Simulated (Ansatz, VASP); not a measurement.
## Two plane-wave programs on C

```
C
1.0
     2.34391    0.00000    0.00000
    -1.17196    2.12933    0.00000
     0.00000    0.00000    7.24581
C
4
Cartesian
  -0.4061 0.0000 0.0181
  0.4061 0.0000 3.6410
  -0.4061 1.4196 0.0181
  1.5781 0.7098 3.6410
```

Change from the starting cell: mode 4 frozen in at -0.426 Å, normal strain along x -0.0467.

Alike in both runs: task single point; functional PBEsol; k mesh 18 × 18 × 6; occupations gaussian, width 0.15 eV; no spin polarisation.

|  | VASP | Ansatz |
| --- | --- | --- |
| version | VASP 6.6.1 | Ansatz 0.2.0 |
| potentials or method | VASP PAW PBE potentials, release 64 (C), cutoff 520 eV | scalar-relativistic, plane waves, PAW |
| valence electrons in the cell | 16 | 16 |

Ansatz gave:

- gap on the k mesh at the Fermi level (eV): 0.41
- least direct gap on the mesh (eV): 0.41
- pressure (GPa): 21.3
- traceless stress, the component that is largest in VASP (GPa): 33.12
- rms of the force components (eV/Å): 0.478

Q: Which values does VASP return?

A: gap on the k mesh at the Fermi level (eV): 0.41; least direct gap on the mesh (eV): 0.42; pressure (GPa): 22.0; traceless stress, the component that is largest in VASP (GPa): 33.59; rms of the force components (eV/Å): 0.484.

VASP's potentials were made for PBE, not for PBEsol, and Ansatz warns of the same on its side. Atom by atom the forces differ by 0.006 eV/Å (rms over components). The functional is the same, so the differences come from potentials, cutoffs and numerics.
